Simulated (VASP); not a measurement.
# BaTiO3 (P4mm) in VASP: a series of runs

BaTiO3 is run at these levels: PBE; tasks: single point.

Everything below comes from runs of VASP 6.6.1. Logs are shortened: lines on timing, memory, paths and dates and some standing lists are left out, and cuts for length are marked.

## 1. The cell of the first run

It takes space group P4mm (No. 99, tetragonal). The conventional cell has a = 3.973 Å, b = 3.973 Å, c = 3.991 Å, α = 90.00°, β = 90.00°, γ = 90.00°. Within 3.7 Å of Ba (site symmetry 4mm) lie 12 O at 2.77 to 2.86 Å and 8 Ti at 3.40 to 3.49 Å. Within 2.5 Å of Ti (site symmetry 4mm) lie 6 O at 1.86 to 2.13 Å. Within 2.5 Å of O (site symmetry 4mm) lie 2 Ti at 1.86 to 2.13 Å. Within 2.6 Å of O (site symmetry 2mm) lie 2 Ti at 1.99 Å.

## 2. Single point, PBE (volume scaled by 0.98)

File INCAR:

```
SYSTEM = BaTiO3
ALGO     = Normal         ! electronic algorithm
EDIFF    = 1E-7           ! SCF threshold, eV
ENCUT    = 520            ! plane-wave cutoff, eV
GGA      = PE             ! functional
ISIF     = 2              ! what is computed and relaxed
ISMEAR   = -1             ! smearing method
LASPH    = .True.         ! aspherical terms in the spheres
LCHARG   = .False.        ! write CHGCAR
LREAL    = .False.        ! projectors in reciprocal space
LWAVE    = .False.        ! write WAVECAR
NBANDS   = 28             ! bands
NELM     = 60             ! most SCF steps
PREC     = Accurate       ! precision mode
SIGMA    = 0.08           ! smearing width, eV
```

File KPOINTS:

```
k-points
0
Gamma
  7 7 7
  0 0 0
```

File POSCAR:

```
BaTiO3
1.0
    3.9729548958      0.0000000000      0.0000000000
    0.0000000000      3.9729548958      0.0000000000
    0.0000000000      0.0000000000      3.9910327445
Ba Ti O
1 1 3
Direct
    0.0000000000      0.0000000000      0.0000000000
    0.5000000000      0.5000000000      0.4820000000
    0.5000000000      0.5000000000      0.0160000000
    0.5000000000      0.0000000000      0.5150000000
    0.0000000000      0.5000000000      0.5150000000
```

Potentials or basis: VASP PAW PBE potentials, release 64 (Ba_sv, Ti_sv, O).

The run is started by

```
> cat potpaw_PBE.64/Ba_sv/POTCAR potpaw_PBE.64/Ti_sv/POTCAR potpaw_PBE.64/O/POTCAR > POTCAR
> mpirun -np 1 vasp_std > vasp.out
```

OUTCAR:

```text
SYSTEM = BaTiO3
   EDIFF = 1E-7
   ENCUT = 520
   GGA = PE
   ISIF = 2
   ISMEAR = -1
   LASPH = .True.
   LREAL = .False.
   NELM = 60
   PREC = Accurate

 ion  position               nearest neighbor table
   1  0.000  0.000  0.000-   4 2.77   5 2.77   5 2.77   4 2.77   3 2.81   3 2.81   3 2.81   3 2.81
                             4 2.86   5 2.86   5 2.86   4 2.86   2 3.40   2 3.40   2 3.40   2 3.40
   2  0.500  0.500  0.482-   3 1.86   4 1.99   5 1.99   4 1.99   5 1.99   3 2.13   1 3.40   1 3.40
                             1 3.40   1 3.40   1 3.49   1 3.49   1 3.49   1 3.49
   3  0.500  0.500  0.016-   2 1.86   2 2.13   1 2.81   1 2.81   1 2.81   1 2.81
   4  0.500  0.000  0.515-   2 1.99   2 1.99   1 2.77   1 2.77   1 2.86   1 2.86
   5  0.000  0.500  0.515-   2 1.99   2 1.99   1 2.77   1 2.77   1 2.86   1 2.86

  LATTYP: Found a simple tetragonal cell.
 ALAT       =     3.9729548958
 C/A-ratio  =     1.0045502275

  Lattice vectors:

 A1 = (   3.9729548958,   0.0000000000,   0.0000000000)
 A2 = (   0.0000000000,   3.9729548958,   0.0000000000)
 A3 = (   0.0000000000,   0.0000000000,   3.9910327445)

Analysis of symmetry for initial positions (statically):
=====================================================================
 Subroutine PRICEL returns:
 Original cell was already a primitive cell.

 Routine SETGRP: Setting up the symmetry group for a
 simple tetragonal supercell.

 Subroutine GETGRP returns: Found  8 space group operations
 (whereof  8 operations were pure point group operations)
 out of a pool of 16 trial point group operations.

The static configuration has the point symmetry C_4v.

Analysis of symmetry for dynamics (positions and initial velocities):
=====================================================================
 Subroutine PRICEL returns:
 Original cell was already a primitive cell.

 Routine SETGRP: Setting up the symmetry group for a
 simple tetragonal supercell.

 Subroutine GETGRP returns: Found  8 space group operations
 (whereof  8 operations were pure point group operations)
 out of a pool of 16 trial point group operations.

The dynamic configuration has the point symmetry C_4v.

 Subroutine INISYM returns: Found  8 space group operations
 (whereof  8 operations are pure point group operations),
 and found     1 'primitive' translations

----------------------------------------------------------------------------------------

                                     Primitive cell

  volume of cell :      62.9959

  direct lattice vectors                    reciprocal lattice vectors
     3.972954896  0.000000000  0.000000000     0.251701826  0.000000000  0.000000000
     0.000000000  3.972954896  0.000000000     0.000000000  0.251701826  0.000000000
     0.000000000  0.000000000  3.991032745     0.000000000  0.000000000  0.250561713

  length of vectors
     3.972954896  3.972954896  3.991032745     0.251701826  0.251701826  0.250561713

  position of ions in fractional coordinates (direct lattice)
     0.000000000  0.000000000  0.000000000
     0.500000000  0.500000000  0.482000000
     0.500000000  0.500000000  0.016000000
     0.500000000  0.000000000  0.515000000
     0.000000000  0.500000000  0.515000000

  ion indices of the primitive-cell ions
   primitive index   ion index
                 1           1
                 2           2
                 3           3
                 4           4
                 5           5

----------------------------------------------------------------------------------------

 KPOINTS: k-points

Automatic generation of k-mesh.
 Grid dimensions read from file:
 generate k-points for:    7    7    7

 Generating k-lattice:

  Cartesian coordinates                     Fractional coordinates (reciprocal lattice)
     0.035957404  0.000000000  0.000000000     0.142857143  0.000000000  0.000000000
     0.000000000  0.035957404  0.000000000     0.000000000  0.142857143  0.000000000
     0.000000000  0.000000000  0.035794530     0.000000000  0.000000000  0.142857143

  Length of vectors
     0.035957404  0.035957404  0.035794530

  Shift w.r.t. Gamma in fractional coordinates (k-lattice)
     0.000000000  0.000000000  0.000000000

 Subroutine IBZKPT returns following result:
 ===========================================

 Found     40 irreducible k-points:

 Following reciprocal coordinates:
            Coordinates               Weight
  0.000000  0.000000  0.000000      1.000000
  0.142857  0.000000  0.000000      4.000000
  0.285714  0.000000  0.000000      4.000000
  0.428571  0.000000  0.000000      4.000000
  0.142857  0.142857  0.000000      4.000000
  0.285714  0.142857  0.000000      8.000000
[... 16 lines left out ...]
  0.285714  0.000000  0.285714      8.000000
  0.428571  0.000000  0.285714      8.000000
 [... further k-points ...]
   k-points           NKPTS =     40   k-points in BZ     NKDIM =     40   number of bands    NBANDS=     28
   number of dos      NEDOS =    301   number of ions     NIONS =      5
   total plane-waves  NPLWV =  27000
   dimension x,y,z NGX =    30 NGY =   30 NGZ =   30
   dimension x,y,z NGXF=    60 NGYF=   60 NGZF=   60
   ions per type =               1   1   3
   NGX,Y,Z   is equivalent  to a cutoff of  12.55, 12.55, 12.50 a.u.
   NGXF,Y,Z  is equivalent  to a cutoff of  25.11, 25.11, 24.99 a.u.
 SYSTEM =  BaTiO3
   PREC   = accura    normal or accurate (medium, high low for compatibility)
   ISTART =      0    job   : 0-new  1-cont  2-samecut
   ICHARG =      2    charge: 1-file 2-atom 10-const
   ISPIN  =      1    spin polarized calculation?
   LNONCOLLINEAR =      F non collinear calculations
   LSORBIT =      F    spin-orbit coupling
   LASPH  =      T    aspherical Exc in radial PAW
   ENCUT  =  520.0 eV  38.22 Ry    6.18 a.u.   7.39  7.39  7.42*2*pi/ulx,y,z
   NELM   =     60;   NELMIN=  2; NELMDL= -5     # of ELM steps
   EDIFF  = 0.1E-06   stopping-criterion for ELM
   LREAL  =      F    real-space projection
   EDIFFG = 0.1E-05   stopping-criterion for IOM
   NSW    =      0    number of steps for IOM
   IBRION =     -1    ionic relax: 0-MD 1-quasi-New 2-CG
   NFREE  =      0    steps in history (QN), initial steepest desc. (CG)
   ISIF   =      2    stress and relaxation
   ISYM   =      2    0-nonsym 1-usesym 2-fastsym
   POTIM  = 0.5000    time-step for ionic-motion
   TEBEG  =    0.0;   TEEND  =   0.0 temperature during run
   PSTRESS=    0.0 pullay stress
   NELECT =      40.0000    total number of electrons
   NUPDOWN=      -1.0000    fix difference up-down
   EMIN   =  10.00;   EMAX   =-10.00  energy-range for DOS
   EFERMI =   0.00;   METHOD = LEGACY
   ISMEAR =    -1;   SIGMA  =   0.08  broadening in eV -4-tet -1-fermi 0-gaus
   EFERMI_NEDOS =   21; number of points for ismear=-14 and -15
   IALGO  =     38    algorithm
   IMIX   =      4    mixing-type and parameters
     AMIX     =   0.40;   BMIX     =  1.00
     AMIX_MAG =   1.60;   BMIX_MAG =  1.00
  volume/ion in A,a.u.               =      12.60        85.02
  Fermi-wavevector in a.u.,A,eV,Ry     =   1.407097  2.659027 26.938466  1.979921
  Thomas-Fermi vector in A             =   2.529390
   LORBIT       =      0    0 simple, 1 ext, 2 COOP (PROOUT), +10 PAW based schemes
   GGA     = PE    functional components
   LHFCALC =     F    Hartree Fock is set to
   AEXX    =    0.0000 exact exchange contribution
   IVDW    =     0    specifies the selected vdW correction
   LEPSILON=     F    determine dielectric tensor
   LRPA    =     F    only Hartree local field effects (RPA)
 non-spin polarized calculation
  energy-cutoff  :      520.00
  volume of cell :       63.00
 maximum number of plane-waves:      1743
 NGX is ok and might be reduce to    30
   NGX = 15   NGY = 15   NGZ = 15

 number of electron      39.9999978 magnetization

 Free energy of the ion-electron system (eV)
  ---------------------------------------------------
  ext. energy  EPLUGINS =         0.00000000
  ---------------------------------------------------
  free energy    TOTEN  =       -39.92956525 eV

  energy without entropy =      -39.92956436  energy(sigma->0) =      -39.92956481

 E-fermi :   4.9686     XC(G=0): -11.3480

 val. band max:        3.9186692568   @ k =   0.4286   0.4286   0.4286
 cond. band min:       5.8360679013   @ k =   0.0000   0.0000   0.0000
 fundamental gap:      1.9173986445
 Fermi energy:         4.9686456948

 k-point     1 :       0.0000    0.0000    0.0000
  band No.  band energies     occupation
      1     -52.4831      2.00000
      2     -28.7514      2.00000
      3     -28.7050      2.00000
      4     -28.7050      2.00000
      5     -20.8166      2.00000
      6     -12.9648      2.00000
[... 20 lines left out ...]
     27       9.0715      0.00000
     28      11.5190      0.00000

 k-point     2 :       0.1429    0.0000    0.0000
  band No.  band energies     occupation
      1     -52.4829      2.00000
      2     -28.7510      2.00000
      3     -28.7161      2.00000
      4     -28.7046      2.00000
      5     -20.7921      2.00000
      6     -12.9887      2.00000
[... 20 lines left out ...]
     27       9.4636      0.00000
     28      12.0049      0.00000

 k-point     3 :       0.2857    0.0000    0.0000
  band No.  band energies     occupation
      1     -52.4824      2.00000
      2     -28.7501      2.00000
      3     -28.7407      2.00000
      4     -28.7036      2.00000
      5     -20.7359      2.00000
      6     -13.1022      2.00000
[... 20 lines left out ...]
     27      10.4668      0.00000
     28      12.3925      0.00000

 k-point     4 :       0.4286    0.0000    0.0000
  band No.  band energies     occupation
      1     -52.4820      2.00000
      2     -28.7604      2.00000
      3     -28.7492      2.00000
      4     -28.7029      2.00000
      5     -20.6898      2.00000
      6     -13.2251      2.00000
[... 578 lines left out ...]
     27      10.8569      0.00000
     28      12.6583      0.00000

 k-point    23 :       0.2857    0.0000    0.2857
  band No.  band energies     occupation
      1     -52.4817      2.00000
      2     -28.7839      2.00000
      3     -28.7388      2.00000
      4     -28.7023      2.00000
      5     -20.6757      2.00000
      6     -12.8978      2.00000
[... 20 lines left out ...]
     27      11.8745      0.00000
     28      12.6870      0.00000

 k-point    24 :       0.4286    0.0000    0.2857
  band No.  band energies     occupation
      1     -52.4813      2.00000
      2     -28.7827      2.00000
      3     -28.7581      2.00000
      4     -28.7016      2.00000
      5     -20.6398      2.00000
      6     -12.8879      2.00000
[... 20 lines left out ...]
     27      12.5332      0.00000
     28      12.9841      0.00000

 [... further k-points ...]
[... 5 lines left out ...]
  --------------------------------------------------------------------------------------
  -------------------------------------------------------------------------------------
  Total        3.0117740      3.0117740      3.6874636      0.0000000      0.0000000      0.0000000
  in kB       76.5985230     76.5985230     93.7833556      0.0000000      0.0000000      0.0000000
  external PRESSURE =      82.3268005 kB  Pullay stress =       0.0000000 kB

 VOLUME and BASIS-vectors are now :
 -----------------------------------------------------------------------------
  energy-cutoff  :      520.00
  volume of cell :       63.00
      direct lattice vectors                 reciprocal lattice vectors
     3.972954896  0.000000000  0.000000000     0.251701826  0.000000000  0.000000000
     0.000000000  3.972954896  0.000000000     0.000000000  0.251701826  0.000000000
     0.000000000  0.000000000  3.991032745     0.000000000  0.000000000  0.250561713

 POSITION                                       TOTAL-FORCE (eV/Angst)
 -----------------------------------------------------------------------------------
      0.00000      0.00000      0.00000        -0.000000     -0.000000     -0.056351
      1.98648      1.98648      1.92368         0.000000      0.000000      0.200825
      1.98648      1.98648      0.06386         0.000000     -0.000000      0.152032
      1.98648      0.00000      2.05538         0.000000     -0.000000     -0.148253
      0.00000      1.98648      2.05538         0.000000     -0.000000     -0.148253
 -----------------------------------------------------------------------------------
    total drift:                                0.000000      0.000000     -0.000375

  FREE ENERGIE OF THE ION-ELECTRON SYSTEM (eV)
  ---------------------------------------------------
  free  energy   TOTEN  =       -39.9295652529 eV

  energy  without entropy=      -39.9295643626  energy(sigma->0) =      -39.92956481
```

Wall time 75 s (1 thread of Intel Xeon 6975P-C, shared host); peak memory 0.22 GiB.

What came out:

```
Free energy            : -39.9296 eV
Pressure               : 8.2 GPa
Largest force          : 0.201 eV/Å
Band gap on the k mesh : 1.92 eV, indirect (least direct gap 2.13 eV)
```

Forces in eV/Å, atoms in the order of the input:
```
Ba   0.000  0.000 -0.056
Ti   0.000  0.000  0.201
O    0.000  0.000  0.152
O    0.000  0.000 -0.148
O    0.000  0.000 -0.148
```

Levels at points of the mesh, in eV from the valence-band top:
```tsv
k point	band 18	band 19	band 20	band 21	band 22	band 23
(0.00, 0.00, 0.00)	-0.25	-0.22	-0.22	1.92	2.22	2.22
```

Caveat: spin-orbit coupling is left out, which moves the levels of the heavy elements. A k mesh can miss the band edges.

## 3. Single point, PBE (volume scaled by 1.01)

File INCAR:

```
SYSTEM = BaTiO3
ALGO = Normal
EDIFF = 1E-6
ENCUT = 520
GGA = PE
ISIF = 2
ISMEAR = -1
LASPH = .TRUE.
LCHARG = .FALSE.
LREAL = .FALSE.
LWAVE = .FALSE.
NBANDS = 28
NELM = 80
PREC = Accurate
SIGMA = 0.08
```

File KPOINTS:

```
k-points
0
G
  7 7 7
  0 0 0
```

POSCAR, as its differences from that of step 2:

```diff
@@ -2,5 +2,5 @@
 1.0
-    3.9729548958      0.0000000000      0.0000000000
-    0.0000000000      3.9729548958      0.0000000000
-    0.0000000000      0.0000000000      3.9910327445
+    4.0130884697      0.0000000000      0.0000000000
+    0.0000000000      4.0130884697      0.0000000000
+    0.0000000000      0.0000000000      4.0313489353
 Ba Ti O
```

Potentials or basis: VASP PAW PBE potentials, release 64 (Ba_sv, Ti_sv, O).

The run is started by

```
> cat potpaw_PBE.64/Ba_sv/POTCAR potpaw_PBE.64/Ti_sv/POTCAR potpaw_PBE.64/O/POTCAR > POTCAR
> mpirun -np 1 vasp_std > vasp.out
```

OUTCAR:

```text
SYSTEM = BaTiO3
   EDIFF = 1E-6
   ENCUT = 520
   GGA = PE
   ISIF = 2
   ISMEAR = -1
   LASPH = .TRUE.
   LREAL = .FALSE.
   NELM = 80
   PREC = Accurate

 ion  position               nearest neighbor table
   1  0.000  0.000  0.000-   4 2.80   5 2.80   5 2.80   4 2.80   3 2.84   3 2.84   3 2.84   3 2.84
                             4 2.89   5 2.89   5 2.89   4 2.89   2 3.44   2 3.44   2 3.44   2 3.44
   2  0.500  0.500  0.482-   3 1.88   4 2.01   5 2.01   4 2.01   5 2.01   3 2.15   1 3.44   1 3.44
                             1 3.44   1 3.44   1 3.52   1 3.52   1 3.52   1 3.52
[... 952 lines left out ...]
  -------------------------------------------------------------------------------------
  Total        0.8888345      0.8888345      1.4974775      0.0000000      0.0000000      0.0000000
  in kB       21.9342928     21.9342928     36.9541343      0.0000000      0.0000000      0.0000000
  external PRESSURE =      26.9409067 kB  Pullay stress =       0.0000000 kB

 VOLUME and BASIS-vectors are now :
 -----------------------------------------------------------------------------
  energy-cutoff  :      520.00
  volume of cell :       64.92
      direct lattice vectors                 reciprocal lattice vectors
     4.013088470  0.000000000  0.000000000     0.249184639  0.000000000  0.000000000
     0.000000000  4.013088470  0.000000000     0.000000000  0.249184639  0.000000000
     0.000000000  0.000000000  4.031348935     0.000000000  0.000000000  0.248055928

 POSITION                                       TOTAL-FORCE (eV/Angst)
 -----------------------------------------------------------------------------------
      0.00000      0.00000      0.00000        -0.000000      0.000000     -0.074322
      2.00654      2.00654      1.94311        -0.000000     -0.000000      0.024006
      2.00654      2.00654      0.06450        -0.000000      0.000000      0.376187
      2.00654      0.00000      2.07614        -0.000000      0.000000     -0.162936
      0.00000      2.00654      2.07614         0.000000     -0.000000     -0.162936
 -----------------------------------------------------------------------------------
    total drift:                                0.000000      0.000000      0.000014

  FREE ENERGIE OF THE ION-ELECTRON SYSTEM (eV)
  ---------------------------------------------------
  free  energy   TOTEN  =       -39.9965691559 eV

  energy  without entropy=      -39.9965678118  energy(sigma->0) =      -39.99656848
```

OSZICAR:

```text
N       E                     dE             d eps       ncg     rms          rms(c)
DAV:   1     0.434594380650E+03    0.43459E+03   -0.20668E+04  2240   0.154E+03
DAV:   2    -0.383306767379E+01   -0.43843E+03   -0.41659E+03  2532   0.429E+02
DAV:   3    -0.487712639317E+02   -0.44938E+02   -0.44546E+02  3120   0.134E+02
DAV:   4    -0.508384237398E+02   -0.20672E+01   -0.20631E+01  3376   0.246E+01
DAV:   5    -0.509029356459E+02   -0.64512E-01   -0.64503E-01  3052   0.336E+00    0.229E+01
DAV:   6    -0.402104784946E+02    0.10692E+02   -0.56926E+01  3284   0.666E+01    0.100E+01
DAV:   7    -0.401791281519E+02    0.31350E-01   -0.10763E+01  2976   0.239E+01    0.677E+00
DAV:   8    -0.399959627487E+02    0.18317E+00   -0.62539E-01  2820   0.698E+00    0.364E+00
DAV:   9    -0.400284706746E+02   -0.32508E-01   -0.39666E-01  3248   0.554E+00    0.165E+00
DAV:  10    -0.400003519934E+02    0.28119E-01   -0.16165E-01  2692   0.407E+00    0.541E-01
DAV:  11    -0.399967439751E+02    0.36080E-02   -0.13622E-02  2920   0.746E-01    0.161E-01
DAV:  12    -0.399965952219E+02    0.14875E-03   -0.11503E-03  2536   0.204E-01    0.429E-02
DAV:  13    -0.399965701092E+02    0.25113E-04   -0.12015E-04  2808   0.109E-01    0.190E-02
DAV:  14    -0.399965712439E+02   -0.11347E-05   -0.34910E-05  3216   0.451E-02    0.152E-02
DAV:  15    -0.399965701202E+02    0.11237E-05   -0.23219E-05  3196   0.449E-02    0.923E-03
DAV:  16    -0.399965691559E+02    0.96432E-06   -0.33800E-06  1928   0.190E-02
   1 F= -.39996569E+02 E0= -.39996568E+02  d E =-.134408E-05
```

Wall time 71 s (1 thread of Intel Xeon 6975P-C, shared host); peak memory 0.22 GiB.

Results:

```yaml
Free_energy: -39.9966 eV
Pressure: 2.7 GPa
Largest_force: 0.376 eV/Å
Band_gap_on_the_k_mesh: 1.85 eV, indirect (least direct gap 2.09 eV)
```

Forces in eV/Å, atoms in the order of the input:
```
Ba   0.000  0.000 -0.074
Ti   0.000  0.000  0.024
O    0.000  0.000  0.376
O    0.000  0.000 -0.163
O    0.000  0.000 -0.163
```

Stress tensor (GPa, compression positive):
```
2.19 0.00 0.00
0.00 2.19 0.00
0.00 0.00 3.70
```

Levels at points of the mesh, in eV from the valence-band top:
```csv
k point,band 16,band 17,band 18,band 19,band 20,band 21,band 22,band 23,band 24,band 25
"(0.00, 0.00, 0.00)",-1.18,-1.03,-0.28,-0.24,-0.24,1.85,2.14,2.14,4.01,4.16
```

Caveat: spin-orbit coupling is left out, which moves the levels of the heavy elements. A k mesh can miss the band edges.
